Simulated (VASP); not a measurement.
Set up this calculation in VASP 6.6.1, as the native input.

```
Task                   : relaxation of cell and atoms
Functional             : PBEsol
Potentials or basis    : VASP PAW PBE potentials, release 64 (Pt)
Cutoff                 : 600 eV
k mesh                 : 12 × 12 × 6, shifted
Occupations            : methfessel-paxton, width 0.1 eV
Spin                   : no spin polarisation
Dipole correction      : no
Further INCAR settings : ALGO = Normal; EDIFF = 1e-06; ISYM = 0; IBRION = 2; EDIFFG = -0.001; NSW = 80; ISIF = 3
```

The structure of Pt lies in POSCAR:

```
Pt
1.0
    2.7606660000      0.0000000000      0.0000000000
   -1.3803330000      2.3908070000      0.0000000000
    0.0000000000      0.0000000000      4.7921340000
Pt
2
Direct
    0.6666666667      0.3333333333      0.7500000000
    0.3333333333      0.6666666667      0.2500000000
```

This isn't the form of Pt at room conditions, which is fcc.

These files were run (other wordings do the same):

INCAR

```
ALGO = Normal
EDIFF = 1E-6
EDIFFG = -0.001
ENCUT = 600
GGA = PS
IBRION = 2
ISIF = 3
ISMEAR = 1
ISYM = 0
LASPH = True
LCHARG = False
LREAL = False
LWAVE = False
NELM = 100
NSW = 80
PREC = Accurate
SIGMA = 0.1
```

KPOINTS

```
Automatic mesh
0
Gamma
  12 12 6
  0.5 0.5 0.5
```

Potentials or basis: VASP PAW PBE potentials, release 64 (Pt).

Command:

```bash
$ cat potpaw_PBE.64/Pt/POTCAR > POTCAR
$ mpirun -np 1 vasp_std > vasp.out
```

It gave:

```json
{"Relaxed volume": "15.11 Å³/atom", "Relaxed cell": "a = 2.727 Å, b = 2.727 Å, c = 4.692 Å, α = 90.00°, β = 90.00°, γ = 120.00°", "Space group after relaxing (to 0.1 Å)": "P6_3/mmc (No. 194)", "Energy gained by relaxing": "26.3 meV/atom", "Ionic steps": "20", "Pressure after relaxing": "0.0 GPa", "Band gap on the k mesh": "zero (bands 10 and 11 overlap by 1.17 eV)"}
```

Caveat: the PAW data sets were made with another functional, which shifts forces and pressure a little; spin-orbit coupling is left out, which moves the levels of the heavy elements.

It took 23 min on 1 thread of Intel(R) Xeon(R) 6975P-C (Granite Rapids) (shared host), peak memory 0.77 GiB.
